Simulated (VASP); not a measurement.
Crystal: NiO.

```
Ni O
1.0
     0.00000    2.09972    2.09972
     2.09972    0.00000    2.09972
     2.09972    2.09972    0.00000
Ni O
1 1
Cartesian
  0.0000 0.0000 0.0000
  2.0997 2.0997 2.0997
```

Base run:

```yaml
Program: VASP 6.6.1
Functional: r2SCAN
Dispersion: D3(BJ)
Potentials_or_basis: VASP PAW PBE potentials, release 64 (Ni, O)
Cutoff: 520 eV
k_mesh: 11 × 11 × 11
Occupations: fermi-dirac, width 0.05 eV
Spin: collinear spin, ferromagnetic start
Starting_moments: "[1.0, 0.0] μB"
```

Its results: pressure -3.3 GPa; net moment 2.00 μB per cell; site moments Ni +1.69; O +0.28 μB.

Q: After a change of settings the same cell gave: pressure -2.1 GPa; net moment 1.74 μB per cell; site moments Ni +1.44; O +0.27 μB. Which change was it?
A. functional from r2SCAN to revPBE; dispersion from D3(BJ) to none
B. functional from r2SCAN to revPBE
C. functional from r2SCAN to RPBE; dispersion from D3(BJ) to D4; cutoff from 520 eV to 600 eV
D. functional from r2SCAN to PBE

A: D.

Caveats: a cell with one magnetic atom can't hold antiferromagnetic order, which such compounds often take; the PAW data sets were made with another functional, which shifts forces and pressure a little (some runs); pairwise dispersion overbinds metals, which lowers pressure and volume (some runs).
